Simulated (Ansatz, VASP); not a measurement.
## Two plane-wave programs on PtSe2

```
Pt Se
1.0
     3.82315    0.00000    0.00000
    -1.91157    3.31094    0.00000
     0.00000    0.00000    4.69253
Pt Se
1 2
Direct
  0.00000 0.00000 0.00000
  0.33333 0.66667 0.32836
  0.66667 0.33333 0.67164
```

Alike in both runs: task single point; functional PBE; dispersion D3(BJ); k mesh 12 × 12 × 8; occupations gaussian, width 0.15 eV; no spin polarisation.

|  | VASP | Ansatz |
| --- | --- | --- |
| version | VASP 6.6.1 | Ansatz 0.2.0 |
| potentials or method | VASP PAW PBE potentials, release 64 (Pt, Se), cutoff 520 eV | scalar-relativistic, plane waves, PAW |
| valence electrons in the cell | 22 | 50 |

|  | VASP | Ansatz | Ansatz less VASP |
| --- | --- | --- | --- |
| gap on the k mesh at the Fermi level (eV) | none | none | - |
| pressure (GPa) | -8.2 | -8.2 | +0.02 |
| traceless stress, the component that is largest in VASP (GPa) | 0.11 | 0.10 | -0.011 |
| rms of the force components (eV/Å) | 1.326 | 1.327 | +0.0008 |

Atom by atom the forces differ by 0.001 eV/Å (rms over components). A gap of «none» marks a metal or a gap that the smearing closes. VASP's potentials hold 22 valence electrons a cell and Ansatz's 50, so a difference there can come from the potentials and not from the codes.

Neither program's run includes spin-orbit coupling.
